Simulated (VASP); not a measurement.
# AsH3 (P1) in VASP: single point with r2SCAN

Aim: the single point of AsH3 with r2SCAN.

All numbers are computed with VASP 6.6.1; they aren't measurements. Logs are shortened: lines on timing, memory, paths and dates and some standing lists are left out, and cuts for length are marked.

### 1 The cell of the first run

The typed cell holds 16 atoms: a = 6.308 Å, b = 6.387 Å, c = 6.348 Å, α = 89.90°, β = 89.20°, γ = 91.22°.

### 2 Single point, r2SCAN

POSCAR

```
AsH3
1.0
    6.3070720000     -0.0673320000      0.0441470000
   -0.0673320000      6.3869340000      0.0059550000
    0.0441470000      0.0059550000      6.3473600000
As H
4 12
Direct
    0.2547150000      0.2549610000      0.2561780000
    0.2484760000      0.7435580000      0.7533630000
    0.7531470000      0.7552460000      0.2503960000
    0.7508500000      0.2493050000      0.7514330000
    0.1829760000      0.4975530000      0.0022080000
    0.9986600000      0.6825450000      0.4985680000
    0.8168310000      0.4986950000      0.0001500000
    0.9972210000      0.3123190000      0.4975060000
    0.0017650000      0.1830310000      0.4976900000
    0.4942820000      0.9999890000      0.6833550000
    0.0017950000      0.8113340000      0.4995370000
    0.5031480000      0.0022520000      0.3209920000
    0.3191180000      0.4966340000      0.0053330000
    0.4930180000      0.9961070000      0.1811800000
    0.6839470000      0.4936540000      0.9967400000
    0.4912610000      0.9965190000      0.8135530000
```

INCAR.step1

```
SYSTEM = AsH3
PREC     = Accurate       ! precision mode
ENCUT    = 520            ! plane-wave cutoff, eV
ISMEAR   = -1             ! smearing method
SIGMA    = 0.0478         ! smearing width, eV
LREAL    = Auto         
LASPH    = .True.         ! aspherical terms in the spheres
NELM     = 100            ! most SCF steps
NBANDS   = 30             ! bands
GGA      = PE             ! functional
ALGO     = Normal         ! electronic algorithm
EDIFF    = 1E-4           ! SCF threshold, eV
LWAVE    = .True.         ! write WAVECAR
LCHARG   = .False.        ! write CHGCAR
```

INCAR.step2

```
SYSTEM = AsH3
PREC     = Accurate       ! precision mode
ENCUT    = 520            ! plane-wave cutoff, eV
EDIFF    = 1E-6           ! SCF threshold, eV
ISMEAR   = -1             ! smearing method
SIGMA    = 0.0478         ! smearing width, eV
LREAL    = Auto         
LASPH    = .True.         ! aspherical terms in the spheres
NELM     = 100            ! most SCF steps
ALGO     = Normal         ! electronic algorithm
ISIF     = 2              ! what is computed and relaxed
LWAVE    = .False.        ! write WAVECAR
LCHARG   = .False.        ! write CHGCAR
METAGGA  = R2SCAN         ! meta-GGA
LMIXTAU  = .True.       
NBANDS   = 30             ! bands
ISTART   = 1
```

KPOINTS

```
Automatic mesh
0
Gamma
  3 3 3
  0 0.5 0
```

Potentials or basis: VASP PAW PBE potentials, release 64 (As, H).

The run is started by

```sh
$ cat potpaw_PBE.64/As/POTCAR potpaw_PBE.64/H/POTCAR > POTCAR
$ cp INCAR.step1 INCAR
$ mpirun -np 1 vasp_std > vasp.out
$ cp INCAR.step2 INCAR
$ mpirun -np 1 vasp_std > vasp.out
```

OUTCAR:

```text
SYSTEM = AsH3
   PREC = Accurate
   ENCUT = 520
   EDIFF = 1E-6
   ISMEAR = -1
   LREAL = Auto
   LASPH = .True.
   NELM = 100
   ISIF = 2
   METAGGA = R2SCAN
   ISTART = 1

 ion  position               nearest neighbor table
   1  0.255  0.255  0.256-
   2  0.248  0.744  0.753-
   3  0.753  0.755  0.250-
   4  0.751  0.249  0.751-
   5  0.183  0.498  0.002-  13 0.86
   6  0.999  0.683  0.499-  11 0.82
   7  0.817  0.499  0.000-  15 0.84
   8  0.997  0.312  0.498-   9 0.83
   9  0.002  0.183  0.498-   8 0.83
  10  0.494  1.000  0.683-  16 0.83
  11  0.002  0.811  0.500-   6 0.82
  12  0.503  0.002  0.321-
  13  0.319  0.497  0.005-   5 0.86
  14  0.493  0.996  0.181-
  15  0.684  0.494  0.997-   7 0.84
  16  0.491  0.997  0.814-  10 0.83

  LATTYP: Found a triclinic cell.
 ALAT       =     8.8811167607
 B/A-ratio  =     0.7191991559
 C/A-ratio  =     0.7147205118
 COS(alpha) =     0.0017970902
 COS(beta)  =     0.0111953255
 COS(gamma) =     0.7041364748

  Lattice vectors:

 A1 = (   6.2397400000,   6.3196020000,   0.0501020000)
 A2 = (  -0.0673320000,   6.3869340000,   0.0059550000)
 A3 = (   0.0441470000,   0.0059550000,   6.3473600000)

Analysis of symmetry for initial positions (statically):
=====================================================================
 Subroutine PRICEL returns:
 Original cell was already a primitive cell.

 Routine SETGRP: Setting up the symmetry group for a
 triclinic supercell.

 Subroutine GETGRP returns: Found  1 space group operations
 (whereof  1 operations were pure point group operations)
 out of a pool of  2 trial point group operations.

The static configuration has the point symmetry C_1 .

Analysis of symmetry for dynamics (positions and initial velocities):
=====================================================================
 Subroutine PRICEL returns:
 Original cell was already a primitive cell.

 Routine SETGRP: Setting up the symmetry group for a
 triclinic supercell.

 Subroutine GETGRP returns: Found  1 space group operations
 (whereof  1 operations were pure point group operations)
 out of a pool of  2 trial point group operations.

The dynamic configuration has the point symmetry C_1 .

 Subroutine INISYM returns: Found  1 space group operations
 (whereof  1 operations are pure point group operations),
 and found     1 'primitive' translations

----------------------------------------------------------------------------------------

                                     Primitive cell

  volume of cell :     255.6483

  direct lattice vectors                    reciprocal lattice vectors
     6.307072000 -0.067332000  0.044147000     0.158577767  0.001672780 -0.001104506
    -0.067332000  6.386934000  0.005955000     0.001672780  0.156587429 -0.000158543
     0.044147000  0.005955000  6.347360000    -0.001104506 -0.000158543  0.157553645

  length of vectors
     6.307585891  6.387291678  6.347516317     0.158590435  0.156596444  0.157557596

  position of ions in fractional coordinates (direct lattice)
     0.254715000  0.254961000  0.256178000
     0.248476000  0.743558000  0.753363000
     0.753147000  0.755246000  0.250396000
     0.750850000  0.249305000  0.751433000
     0.182976000  0.497553000  0.002208000
     0.998660000  0.682545000  0.498568000
[... 8 lines left out ...]
     0.683947000  0.493654000  0.996740000
     0.491261000  0.996519000  0.813553000

  ion indices of the primitive-cell ions
   primitive index   ion index
                 1           1
                 2           2
                 3           3
                 4           4
                 5           5
                 6           6
[... 8 lines left out ...]
                15          15
                16          16

----------------------------------------------------------------------------------------

 KPOINTS: Automatic mesh

Automatic generation of k-mesh.
 Grid dimensions read from file:
 generate k-points for:    3    3    3

 Generating k-lattice:

  Cartesian coordinates                     Fractional coordinates (reciprocal lattice)
     0.052859256  0.000557593 -0.000368169     0.333333333 -0.000000000  0.000000000
     0.000557593  0.052195810 -0.000052848    -0.000000000  0.333333333  0.000000000
    -0.000368169 -0.000052848  0.052517882     0.000000000  0.000000000  0.333333333

  Length of vectors
     0.052863478  0.052198815  0.052519199

  Shift w.r.t. Gamma in fractional coordinates (k-lattice)
     0.000000000  0.500000000  0.000000000

 Subroutine IBZKPT returns following result:
 ===========================================

 Found     14 irreducible k-points:

 Following reciprocal coordinates:
            Coordinates               Weight
 -0.000000  0.166667  0.000000      2.000000
  0.333333  0.166667  0.000000      2.000000
 -0.333333  0.166667  0.000000      2.000000
 -0.000000  0.500000  0.000000      1.000000
  0.333333  0.500000  0.000000      2.000000
 -0.000000  0.166667  0.333333      2.000000
  0.333333  0.166667  0.333333      2.000000
 -0.333333  0.166667  0.333333      2.000000
 -0.000000  0.500000  0.333333      2.000000
  0.333333  0.500000  0.333333      2.000000
 -0.333333  0.500000  0.333333      2.000000
 -0.000000 -0.166667  0.333333      2.000000
  0.333333 -0.166667  0.333333      2.000000
 -0.333333 -0.166667  0.333333      2.000000
   k-points           NKPTS =     14   k-points in BZ     NKDIM =     14   number of bands    NBANDS=     30
   number of dos      NEDOS =    301   number of ions     NIONS =     16
   total plane-waves  NPLWV = 110592
   dimension x,y,z NGX =    48 NGY =   48 NGZ =   48
   dimension x,y,z NGXF=    96 NGYF=   96 NGZF=   96
   ions per type =               4  12
   NGX,Y,Z   is equivalent  to a cutoff of  12.65, 12.49, 12.57 a.u.
   NGXF,Y,Z  is equivalent  to a cutoff of  25.30, 24.99, 25.14 a.u.
 SYSTEM =  AsH3
   PREC   = accura    normal or accurate (medium, high low for compatibility)
   ISTART =      1    job   : 0-new  1-cont  2-samecut
   ICHARG =      0    charge: 1-file 2-atom 10-const
   ISPIN  =      1    spin polarized calculation?
   LNONCOLLINEAR =      F non collinear calculations
   LSORBIT =      F    spin-orbit coupling
   LASPH  =      T    aspherical Exc in radial PAW
   ENCUT  =  520.0 eV  38.22 Ry    6.18 a.u.  11.73 11.88 11.80*2*pi/ulx,y,z
   NELM   =    100;   NELMIN=  2; NELMDL=  0     # of ELM steps
   EDIFF  = 0.1E-05   stopping-criterion for ELM
   LREAL  =      T    real-space projection
   EDIFFG = 0.1E-04   stopping-criterion for IOM
   NSW    =      0    number of steps for IOM
   IBRION =     -1    ionic relax: 0-MD 1-quasi-New 2-CG
   NFREE  =      0    steps in history (QN), initial steepest desc. (CG)
   ISIF   =      2    stress and relaxation
   ISYM   =      2    0-nonsym 1-usesym 2-fastsym
   POTIM  = 0.5000    time-step for ionic-motion
   TEBEG  =    0.0;   TEEND  =   0.0 temperature during run
   PSTRESS=    0.0 pullay stress
   NELECT =      32.0000    total number of electrons
   NUPDOWN=      -1.0000    fix difference up-down
   EMIN   =  10.00;   EMAX   =-10.00  energy-range for DOS
   EFERMI =   0.00;   METHOD = LEGACY
   ISMEAR =    -1;   SIGMA  =   0.05  broadening in eV -4-tet -1-fermi 0-gaus
   EFERMI_NEDOS =   21; number of points for ismear=-14 and -15
   IALGO  =     38    algorithm
   IMIX   =      4    mixing-type and parameters
     AMIX     =   0.40;   BMIX     =  1.00
     AMIX_MAG =   1.60;   BMIX_MAG =  1.00
  volume/ion in A,a.u.               =      15.98       107.82
  Fermi-wavevector in a.u.,A,eV,Ry     =   0.818924  1.547543  9.124575  0.670637
  Thomas-Fermi vector in A             =   1.929638
   LORBIT       =      0    0 simple, 1 ext, 2 COOP (PROOUT), +10 PAW based schemes
   METAGGA = R2SCAN    functional components
   LHFCALC =     F    Hartree Fock is set to
   AEXX    =    0.0000 exact exchange contribution
   IVDW    =     0    specifies the selected vdW correction
   LEPSILON=     F    determine dielectric tensor
   LRPA    =     F    only Hartree local field effects (RPA)
 non-spin polarized calculation
  energy-cutoff  :      520.00
  volume of cell :      255.65
 maximum number of plane-waves:      6894
   NGX = 23   NGY = 23   NGZ = 23

 number of electron      32.0000000 magnetization

 Free energy of the ion-electron system (eV)
  ---------------------------------------------------
  ext. energy  EPLUGINS =         0.00000000
  ---------------------------------------------------
  free energy    TOTEN  =       -84.62421111 eV

  energy without entropy =      -84.51546588  energy(sigma->0) =      -84.56983850

 E-fermi :  -0.6232     XC(G=0):  -7.4246

 val. band max:       -0.6278491093   @ k =  -0.3333  -0.1667   0.3333
 cond. band min:      -0.6125543340   @ k =   0.3333   0.5000   0.3333
 fundamental gap:      0.0152947753
 Fermi energy:        -0.6232430051

 k-point     1 :      -0.0000    0.1667    0.0000
  band No.  band energies     occupation
      1     -12.5224      2.00000
      2     -11.4490      2.00000
      3     -11.3960      2.00000
      4     -11.0479      2.00000
      5      -9.2223      2.00000
      6      -9.0971      2.00000
[... 20 lines left out ...]
     27       4.6902      0.00000
     28       4.8758      0.00000

 k-point     2 :       0.3333    0.1667    0.0000
  band No.  band energies     occupation
      1     -12.2833      2.00000
      2     -11.7896      2.00000
      3     -11.4867      2.00000
      4     -10.9888      2.00000
      5      -9.0199      2.00000
      6      -8.8537      2.00000
[... 20 lines left out ...]
     27       5.1577      0.00000
     28       5.4658      0.00000

 k-point     3 :      -0.3333    0.1667    0.0000
  band No.  band energies     occupation
      1     -12.3098      2.00000
      2     -11.7266      2.00000
      3     -11.5000      2.00000
      4     -11.0130      2.00000
      5      -9.0298      2.00000
      6      -8.7882      2.00000
[... 305 lines left out ...]
      2     -11.8228      2.00000
      3     -11.4545      2.00000
      4     -11.1870      2.00000
      5      -9.0180      2.00000
      6      -8.6865      2.00000
[... 20 lines left out ...]
     27       5.2479      0.00000
     28       5.5580      0.00000

 k-point    14 :      -0.3333   -0.1667    0.3333
  band No.  band energies     occupation
      1     -12.0891      2.00000
      2     -11.8994      2.00000
      3     -11.4481      2.00000
      4     -11.2049      2.00000
      5      -8.9082      2.00000
      6      -8.7107      2.00000
[... 20 lines left out ...]
     27       5.2496      0.00000
     28       5.5347      0.00000
 [bands above 28 left out]

------------------------ aborting loop because EDIFF is reached ----------------------------------------

  FORCE on cell =-STRESS in cart. coord.  units (eV):
  Direction    XX          YY          ZZ          XY          YZ          ZX
  --------------------------------------------------------------------------------------
  -------------------------------------------------------------------------------------
  Total       -5.6314631     -5.2423747     -5.6890729     -0.0227062      0.0529509      0.1086649
  in kB      -35.2930301    -32.8545678    -35.6540772     -0.1423025      0.3318493      0.6810155
  external PRESSURE =     -34.6005584 kB  Pullay stress =       0.0000000 kB

 VOLUME and BASIS-vectors are now :
 -----------------------------------------------------------------------------
  energy-cutoff  :      520.00
  volume of cell :      255.65
      direct lattice vectors                 reciprocal lattice vectors
     6.307072000 -0.067332000  0.044147000     0.158577767  0.001672780 -0.001104506
    -0.067332000  6.386934000  0.005955000     0.001672780  0.156587429 -0.000158543
     0.044147000  0.005955000  6.347360000    -0.001104506 -0.000158543  0.157553645

 POSITION                                       TOTAL-FORCE (eV/Angst)
 -----------------------------------------------------------------------------------
      1.60065      1.61279      1.63882         0.071547     -0.035254      0.052565
      1.55035      4.73681      4.79726        -0.131886     -0.185816      0.007619
      4.71035      4.77449      1.62710         0.042994      0.173685      0.106537
      4.75205      1.54621      4.80425         0.098173      0.046016     -0.068171
      1.12064      3.16553      0.02506         1.111005      0.048135     -0.054113
      6.27467      4.29510      3.21274         0.001705      0.547489      0.018475
[... 8 lines left out ...]
      4.32447      3.11282      6.35980         0.891215     -0.053961     -0.049441
      3.06724      6.33647      5.19154        -0.029003     -0.010879     -0.592622
 -----------------------------------------------------------------------------------
    total drift:                               -0.003717      0.004202      0.005552

  FREE ENERGIE OF THE ION-ELECTRON SYSTEM (eV)
  ---------------------------------------------------
  free  energy   TOTEN  =       -84.6242111131 eV

  energy  without entropy=      -84.5154658810  energy(sigma->0) =      -84.56983850
```

Wall time 7.9 min (1 thread of Intel Xeon 8259CL, shared host); peak memory 0.36 GiB.

What came out:

```
Free energy            : -84.6242 eV
Pressure               : -3.5 GPa
Largest force          : 1.660 eV/Å
Band gap on the k mesh : zero (bands 16 and 17 overlap by 0.14 eV)
```

Forces in eV/Å, atoms in the order of the input:
```
As   0.072 -0.035  0.053
As  -0.132 -0.186  0.008
As   0.043  0.174  0.107
As   0.098  0.046 -0.068
H    1.111  0.048 -0.054
H    0.002  0.547  0.018
H   -0.952  0.005 -0.006
H   -0.066 -0.527  0.085
H   -0.008  0.512 -0.039
H    0.060  0.071  0.644
H   -0.036 -0.552 -0.024
H   -0.057 -0.125 -1.655
H   -1.057 -0.015 -0.008
H    0.061  0.102  1.580
H    0.891 -0.054 -0.049
H   -0.029 -0.011 -0.593
```

Levels at points of the mesh, in eV from the Fermi level:
| k point | band 13 | band 14 | band 15 | band 16 | band 17 | band 18 | band 19 | band 20 |
| --- | --- | --- | --- | --- | --- | --- | --- | --- |
| (0.00, 0.50, 0.00) | -1.10 | -0.65 | -0.23 | -0.18 | -0.06 | 0.04 | 0.65 | 1.65 |

Caveat: the cell stands under tension; the PAW data sets were made with another functional, which shifts forces and pressure a little.
